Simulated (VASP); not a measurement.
Set up this calculation in VASP 6.6.1, as the native input.

```
Task                   : electric field gradients
Functional             : PBE
Potentials or basis    : VASP PAW PBE potentials, release 64 (Ir, Bi_d)
Cutoff                 : 520 eV
k mesh                 : 9 × 9 × 5
Occupations            : fermi-dirac, width 0.05 eV
Spin                   : no spin polarisation
Dipole correction      : no
Further INCAR settings : ALGO = Normal; EDIFF = 1e-08; NBANDS = 32
```

The structure of BiIr (wurtzite type) lies in POSCAR:

```
BiIr
1.0
    4.1827179738      0.0000000000      0.0000000000
   -2.0913589870      3.6223400222      0.0000000000
    0.0000000000      0.0000000000      7.5548139708
Ir Bi
2 2
Direct
    0.3333333333      0.6666666667      0.0101404198
    0.6666666667      0.3333333333      0.5101404198
    0.3333333333      0.6666666667      0.3658595802
    0.6666666667      0.3333333333      0.8658595802
```

One way to write it, as run:

INCAR

```
PREC = Accurate
ENCUT = 520
EDIFF = 1E-8
ISMEAR = -1
SIGMA = 0.05
LREAL = F
LASPH = T
NELM = 100
ALGO = Normal
ISIF = 2
LWAVE = F
LCHARG = F
GGA = PE
LEFG = T
NBANDS = 32
```

KPOINTS

```
regular mesh
0
Gamma
  9 9 5
```

Potentials or basis: VASP PAW PBE potentials, release 64 (Ir, Bi_d).

Run with:

```sh
$ cat potpaw_PBE.64/Ir/POTCAR potpaw_PBE.64/Bi_d/POTCAR > POTCAR
$ mpirun -np 1 vasp_std > vasp.out
```

It gave:

```
Pressure               : 0.0 GPa
Largest force          : 0.008 eV/Å
Band gap on the k mesh : zero (band 24 reaches 7.46 eV, above the bottom of band 25 at 4.65 eV)
```

Caveat: without QUAD_EFG the Cq values of the log hold for a quadrupole moment of 1 mb, not for the nuclei; spin-orbit coupling is left out, which moves the levels of the heavy elements.

It took 79 s on 1 thread of Intel(R) Xeon(R) Platinum 8375C CPU @ 2.90GHz (Ice Lake) (shared host), peak memory 0.3 GiB.
